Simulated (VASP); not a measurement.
Input of a VASP 6.6.1 run:

The input INCAR:

```
SYSTEM = W
ALGO = Normal ; EDIFF = 1E-6
ENCUT = 520 ; GGA = PS
ISIF = 2 ; ISMEAR = 0
LASPH = .True. ; LCHARG = .False.
LREAL = .False. ; LWAVE = .False.
NBANDS = 13 ; NELM = 60
PREC = Accurate ; SIGMA = 0.1
```

Contents of KPOINTS:

```
k-points
0
Gamma
  18 18 18
  0 0 0
```

The input POSCAR:

```
W
1.0
   -1.5772668767      1.5772668767      1.5772668767
    1.5772668767     -1.5772668767      1.5772668767
    1.5772668767      1.5772668767     -1.5772668767
W
1
Direct
    0.0000000000      0.0000000000      0.0000000000
```

Potentials or basis: VASP PAW PBE potentials, release 64 (W_sv).

Run with:

```console
$ cat potpaw_PBE.64/W_sv/POTCAR > POTCAR
$ mpirun -np 1 vasp_std > vasp.out
```

Task: Predict the band gap on the k mesh.

Result: Zero (band 7 reaches 16.67 eV, above the bottom of band 8 at 10.17 eV).

Task: What does it give for the pressure?

Result: 0.6 GPa.

Caveat: the PAW data sets were made with another functional, which shifts forces and pressure a little; spin-orbit coupling is left out, which moves the levels of the heavy elements.
